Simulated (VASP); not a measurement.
Input of a VASP 6.6.1 run:

File INCAR:

```
SYSTEM = Sr2Si4Bi
PREC = Accurate
ENCUT = 520
EDIFF = 1E-7
ISMEAR = 0
SIGMA = 0.1
LREAL = .FALSE.
LASPH = .TRUE.
NELM = 60
ALGO = Normal
ISIF = 2
LWAVE = .FALSE.
LCHARG = .TRUE.
GGA = PE
IVDW = 12
LELF = .TRUE.
LVHAR = .TRUE.
NBANDS = 34
```

Contents of KPOINTS:

```
Automatic mesh
0
G
  4 4 2
  0 0 0
```

POSCAR

```
Sr2Si4Bi
1.0
    4.2095238100      0.0000000000      0.0000000000
    0.0000000000      4.2095238100      0.0000000000
    0.0000000000      0.0000000000     10.9216913500
Sr Si Bi
2 4 1
Direct
    0.0000000000      0.0000000000      0.7738058400
    0.0000000000      0.0000000000      0.2261941600
    0.5000000000      0.5000000000      0.8992830000
    0.5000000000      0.5000000000      0.6483286700
    0.5000000000      0.5000000000      0.3516713300
    0.5000000000      0.5000000000      0.1007170000
    0.0000000000      0.0000000000      0.0000000000
```

Potentials or basis: VASP PAW PBE potentials, release 64 (Sr_sv, Si, Bi_d).

Launch:

```bash
$ cat potpaw_PBE.64/Sr_sv/POTCAR potpaw_PBE.64/Si/POTCAR potpaw_PBE.64/Bi_d/POTCAR > POTCAR
$ mpirun -np 1 vasp_std > vasp.out
```

Question: What does it give for the largest force?

Answer: 8.928 eV/Å.

Question: What does it give for the pressure?

Answer: 9.0 GPa.

Forces in eV/Å, atoms in the order of the input:
```
Sr   0.000  0.000 -8.928
Sr   0.000  0.000  8.928
Si   0.000  0.000 -2.408
Si   0.000  0.000  0.504
Si   0.000  0.000 -0.504
Si   0.000  0.000  2.408
Bi   0.000  0.000  0.000
```

Caveat: the k points lie up to 0.37 Å⁻¹ apart, too coarse for converged energies and pressures of a metal; forces of over 1 eV/Å act on the atoms, so gaps and moduli don't describe the material at rest.
